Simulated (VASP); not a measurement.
# Na (I4/mmm) in VASP: single point with r2SCAN

Aim: the single point of Na with r2SCAN.

All numbers are computed with VASP 6.6.1; they aren't measurements. Logs are shortened: lines on timing, memory, paths and dates and some standing lists are left out, and cuts for length are marked.

## Step 1: The cell of the first run

The structure is tetragonal, space group I4/mmm (No. 139). Conventional cell: a = 4.362 Å, b = 4.362 Å, c = 4.235 Å, α = 90.00°, β = 90.00°, γ = 90.00°. Na (site symmetry 4/mmm) has 14 Na at 3.74 to 4.36 Å within 4.9 Å.

## Step 2: Single point, r2SCAN (strain +0.030 along x and y, +0.000 along z)

POSCAR

```
Na
1.0
   -2.1810250000      2.1810250000      2.1175000000
    2.1810250000     -2.1810250000      2.1175000000
    2.1810250000      2.1810250000     -2.1175000000
Na
1
Direct
    0.0000000000      0.0000000000      0.0000000000
```

INCAR.step1

```
ALGO = Normal ; EDIFF = 1E-4
ENCUT = 520 ; GGA = PE
ISMEAR = 0 ; LASPH = T
LCHARG = F ; LREAL = F
LWAVE = T ; NBANDS = 10
NELM = 100 ; PREC = Accurate
SIGMA = 0.15
```

INCAR.step2

```
ALGO = Normal ; EDIFF = 1E-6
ENCUT = 520 ; ISIF = 2
ISMEAR = 0 ; ISTART = 1
LASPH = T ; LCHARG = F
LMIXTAU = T ; LREAL = F
LWAVE = F ; METAGGA = R2SCAN
NBANDS = 10 ; NELM = 100
PREC = Accurate ; SIGMA = 0.15
```

KPOINTS

```
k-points
0
Gamma
  16 16 16
```

Potentials or basis: VASP PAW PBE potentials, release 64 (Na_pv).

The run is started by

```
cat potpaw_PBE.64/Na_pv/POTCAR > POTCAR
cp INCAR.step1 INCAR
mpirun -np 1 vasp_std > vasp.out
cp INCAR.step2 INCAR
mpirun -np 1 vasp_std > vasp.out
```

OUTCAR:

```text
EDIFF = 1E-6
   ENCUT = 520
   ISIF = 2
   ISMEAR = 0
   ISTART = 1
   LASPH = T
   LREAL = F
   METAGGA = R2SCAN
   NELM = 100
   PREC = Accurate

 ion  position               nearest neighbor table
   1  0.000  0.000  0.000-

  LATTYP: Found a body centered tetragonal cell.
 ALAT       =     4.3620500000
 C/A-ratio  =     0.9708737864

  Lattice vectors:

 A1 = (  -2.1810250000,   2.1810250000,   2.1175000000)
 A2 = (   2.1810250000,  -2.1810250000,   2.1175000000)
 A3 = (   2.1810250000,   2.1810250000,  -2.1175000000)

Analysis of symmetry for initial positions (statically):
=====================================================================
 Subroutine PRICEL returns:
 Original cell was already a primitive cell.

 Routine SETGRP: Setting up the symmetry group for a
 body centered tetragonal supercell.

 Subroutine GETGRP returns: Found 16 space group operations
 (whereof 16 operations were pure point group operations)
 out of a pool of 16 trial point group operations.

The static configuration has the point symmetry D_4h.

Analysis of symmetry for dynamics (positions and initial velocities):
=====================================================================
 Subroutine PRICEL returns:
 Original cell was already a primitive cell.

 Routine SETGRP: Setting up the symmetry group for a
 body centered tetragonal supercell.

 Subroutine GETGRP returns: Found 16 space group operations
 (whereof 16 operations were pure point group operations)
 out of a pool of 16 trial point group operations.

The dynamic configuration has the point symmetry D_4h.

 Subroutine INISYM returns: Found 16 space group operations
 (whereof 16 operations are pure point group operations),
 and found     1 'primitive' translations

----------------------------------------------------------------------------------------

                                     Primitive cell

  volume of cell :      40.2907

  direct lattice vectors                    reciprocal lattice vectors
    -2.181025000  2.181025000  2.117500000     0.000000000  0.229250009  0.236127509
     2.181025000 -2.181025000  2.117500000     0.229250009  0.000000000  0.236127509
     2.181025000  2.181025000 -2.117500000     0.229250009  0.229250009  0.000000000

  length of vectors
     3.741329490  3.741329490  3.741329490     0.329107531  0.329107531  0.324208471

  position of ions in fractional coordinates (direct lattice)
     0.000000000  0.000000000  0.000000000

  ion indices of the primitive-cell ions
   primitive index   ion index
                 1           1

----------------------------------------------------------------------------------------

 KPOINTS: k-points

Automatic generation of k-mesh.
 Grid dimensions read from file:
 generate k-points for:   16   16   16

 Generating k-lattice:

  Cartesian coordinates                     Fractional coordinates (reciprocal lattice)
     0.000000000  0.014328126  0.014757969     0.062500000  0.000000000  0.000000000
     0.014328126  0.000000000  0.014757969     0.000000000  0.062500000  0.000000000
     0.014328126  0.014328126  0.000000000     0.000000000  0.000000000  0.062500000

  Length of vectors
     0.020569221  0.020569221  0.020263029

  Shift w.r.t. Gamma in fractional coordinates (k-lattice)
     0.000000000  0.000000000  0.000000000

 Subroutine IBZKPT returns following result:
 ===========================================

 Found    349 irreducible k-points:

 Following reciprocal coordinates:
            Coordinates               Weight
  0.000000  0.000000  0.000000      1.000000
  0.062500  0.000000 -0.000000      8.000000
  0.125000  0.000000 -0.000000      8.000000
  0.187500  0.000000 -0.000000      8.000000
  0.250000  0.000000 -0.000000      8.000000
  0.312500  0.000000 -0.000000      8.000000
[... 16 lines left out ...]
 -0.125000  0.062500  0.000000     16.000000
 -0.062500  0.062500  0.000000      4.000000
 [... further k-points ...]
   k-points           NKPTS =    349   k-points in BZ     NKDIM =    349   number of bands    NBANDS=     10
   number of dos      NEDOS =    301   number of ions     NIONS =      1
   total plane-waves  NPLWV =  21952
   dimension x,y,z NGX =    28 NGY =   28 NGZ =   28
   dimension x,y,z NGXF=    56 NGYF=   56 NGZF=   56
   ions per type =               1
   NGX,Y,Z   is equivalent  to a cutoff of  12.44, 12.44, 12.44 a.u.
   NGXF,Y,Z  is equivalent  to a cutoff of  24.88, 24.88, 24.88 a.u.
 SYSTEM =  unknown system
   PREC   = accura    normal or accurate (medium, high low for compatibility)
   ISTART =      1    job   : 0-new  1-cont  2-samecut
   ICHARG =      0    charge: 1-file 2-atom 10-const
   ISPIN  =      1    spin polarized calculation?
   LNONCOLLINEAR =      F non collinear calculations
   LSORBIT =      F    spin-orbit coupling
   LASPH  =      T    aspherical Exc in radial PAW
   ENCUT  =  520.0 eV  38.22 Ry    6.18 a.u.   6.96  6.96  6.96*2*pi/ulx,y,z
   NELM   =    100;   NELMIN=  2; NELMDL=  0     # of ELM steps
   EDIFF  = 0.1E-05   stopping-criterion for ELM
   LREAL  =      F    real-space projection
   EDIFFG = 0.1E-04   stopping-criterion for IOM
   NSW    =      0    number of steps for IOM
   IBRION =     -1    ionic relax: 0-MD 1-quasi-New 2-CG
   NFREE  =      0    steps in history (QN), initial steepest desc. (CG)
   ISIF   =      2    stress and relaxation
   ISYM   =      2    0-nonsym 1-usesym 2-fastsym
   POTIM  = 0.5000    time-step for ionic-motion
   TEBEG  =    0.0;   TEEND  =   0.0 temperature during run
   PSTRESS=    0.0 pullay stress
   NELECT =       7.0000    total number of electrons
   NUPDOWN=      -1.0000    fix difference up-down
   EMIN   =  10.00;   EMAX   =-10.00  energy-range for DOS
   EFERMI =   0.00;   METHOD = LEGACY
   ISMEAR =     0;   SIGMA  =   0.15  broadening in eV -4-tet -1-fermi 0-gaus
   EFERMI_NEDOS =   21; number of points for ismear=-14 and -15
   IALGO  =     38    algorithm
   IMIX   =      4    mixing-type and parameters
     AMIX     =   0.40;   BMIX     =  1.00
     AMIX_MAG =   1.60;   BMIX_MAG =  1.00
  volume/ion in A,a.u.               =      40.29       271.89
  Fermi-wavevector in a.u.,A,eV,Ry     =   0.913495  1.726254 11.353684  0.834472
  Thomas-Fermi vector in A             =   2.038013
   LORBIT       =      0    0 simple, 1 ext, 2 COOP (PROOUT), +10 PAW based schemes
   METAGGA = R2SCAN    functional components
   LHFCALC =     F    Hartree Fock is set to
   AEXX    =    0.0000 exact exchange contribution
   IVDW    =     0    specifies the selected vdW correction
   LEPSILON=     F    determine dielectric tensor
   LRPA    =     F    only Hartree local field effects (RPA)
 non-spin polarized calculation
 Gauss-broadening in eV      SIGMA  =   0.15
  energy-cutoff  :      520.00
  volume of cell :       40.29
 maximum number of plane-waves:      1104
   NGX = 13   NGY = 13   NGZ = 13

 number of electron       6.9999998 magnetization

 Free energy of the ion-electron system (eV)
  ---------------------------------------------------
  ext. energy  EPLUGINS =         0.00000000
  ---------------------------------------------------
  free energy    TOTEN  =        -3.55209629 eV

  energy without entropy =       -3.54703567  energy(sigma->0) =       -3.54956598

 E-fermi :   0.1236     XC(G=0):  -6.6860

 val. band max:        0.1233194753   @ k =  -0.3125   0.3125   0.3125
 cond. band min:       0.1386288991   @ k =   0.4375   0.0000  -0.0000
 fundamental gap:      0.0153094238
 Fermi energy:         0.1235603955

 k-point     1 :       0.0000    0.0000    0.0000
  band No.  band energies     occupation
      1     -25.9658      2.00000
      2     -25.9657      2.00000
      3     -25.9655      2.00000
      4      -3.1921      2.00000
      5      11.7110      0.00000
      6      12.1716      0.00000
      7      12.1716      0.00000
      8      12.9343      0.00000
      9      13.4094      0.00000
     10      13.5643      0.00000

 k-point     2 :       0.0625    0.0000   -0.0000
  band No.  band energies     occupation
      1     -25.9666      2.00000
      2     -25.9660      2.00000
      3     -25.9657      2.00000
      4      -3.1218      2.00000
      5      11.2345      0.00000
      6      11.3434      0.00000
      7      11.8163      0.00000
      8      12.3816      0.00000
      9      12.8087      0.00000
     10      14.0506      0.00000

 k-point     3 :       0.1250    0.0000   -0.0000
  band No.  band energies     occupation
      1     -25.9695      2.00000
      2     -25.9670      2.00000
      3     -25.9658      2.00000
      4      -2.9114      2.00000
      5       9.5782      0.00000
      6      10.6466      0.00000
      7      11.2510      0.00000
      8      11.6726      0.00000
      9      12.4974      0.00000
     10      14.1688      0.00000

 k-point     4 :       0.1875    0.0000   -0.0000
  band No.  band energies     occupation
      1     -25.9739      2.00000
      2     -25.9686      2.00000
      3     -25.9658      2.00000
      4      -2.5626      2.00000
      5       7.9330      0.00000
      6       9.9661      0.00000
      7      10.7168      0.00000
      8      11.0252      0.00000
      9      12.1277      0.00000
     10      14.3705      0.00000
[... 222 lines left out ...]
 k-point    22 :      -0.1875    0.0625    0.0000
  band No.  band energies     occupation
      1     -25.9723      2.00000
      2     -25.9675      2.00000
      3     -25.9661      2.00000
      4      -2.7080      2.00000
      5       8.7410      0.00000
      6       9.4829      0.00000
      7      10.9398      0.00000
      8      11.6219      0.00000
      9      12.8651      0.00000
     10      13.9904      0.00000

 k-point    23 :      -0.1250    0.0625    0.0000
  band No.  band energies     occupation
      1     -25.9688      2.00000
      2     -25.9663      2.00000
      3     -25.9659      2.00000
      4      -2.9856      2.00000
      5      10.0164      0.00000
      6      10.5526      0.00000
      7      11.5280      0.00000
      8      12.1045      0.00000
      9      12.9071      0.00000
     10      14.0794      0.00000

 k-point    24 :      -0.0625    0.0625    0.0000
  band No.  band energies     occupation
      1     -25.9668      2.00000
      2     -25.9660      2.00000
      3     -25.9656      2.00000
      4      -3.1239      2.00000
      5      10.8325      0.00000
      6      11.7377      0.00000
      7      11.9472      0.00000
      8      12.4270      0.00000
      9      12.7651      0.00000
     10      13.7854      0.00000

 [... further k-points ...]

------------------------ aborting loop because EDIFF is reached ----------------------------------------

  FORCE on cell =-STRESS in cart. coord.  units (eV):
  Direction    XX          YY          ZZ          XY          YZ          ZX
  --------------------------------------------------------------------------------------
  -------------------------------------------------------------------------------------
  Total       -0.1395120     -0.1395120     -0.1185439      0.0000000      0.0000000      0.0000000
  in kB       -5.5477569     -5.5477569     -4.7139532      0.0000000      0.0000000      0.0000000
  external PRESSURE =      -5.2698223 kB  Pullay stress =       0.0000000 kB

 VOLUME and BASIS-vectors are now :
 -----------------------------------------------------------------------------
  energy-cutoff  :      520.00
  volume of cell :       40.29
      direct lattice vectors                 reciprocal lattice vectors
    -2.181025000  2.181025000  2.117500000     0.000000000  0.229250009  0.236127509
     2.181025000 -2.181025000  2.117500000     0.229250009  0.000000000  0.236127509
     2.181025000  2.181025000 -2.117500000     0.229250009  0.229250009  0.000000000

 POSITION                                       TOTAL-FORCE (eV/Angst)
 -----------------------------------------------------------------------------------
      0.00000      0.00000      0.00000        -0.000000     -0.000000      0.000000
 -----------------------------------------------------------------------------------
    total drift:                               -0.000000     -0.000000     -0.000000

  FREE ENERGIE OF THE ION-ELECTRON SYSTEM (eV)
  ---------------------------------------------------
  free  energy   TOTEN  =        -3.5520962859 eV

  energy  without entropy=       -3.5470356702  energy(sigma->0) =       -3.54956598
```

It took 3.1 min on 1 thread of Intel Xeon 6975P-C (Granite Rapids), shared host; peak memory 0.23 GiB.

What came out:

```
Free energy            : -3.5521 eV
Pressure               : -0.5 GPa
Band gap on the k mesh : zero (an odd number of electrons rules out a gap without spin polarisation)
```

Stress tensor (GPa, compression positive):
```
-0.55  0.00  0.00
 0.00 -0.55  0.00
 0.00  0.00 -0.47
```

Caveat: the cell differs from its parent crystal (strain +0.030 along x and y, +0.000 along z); the PAW data sets were made with another functional, which shifts forces and pressure a little.
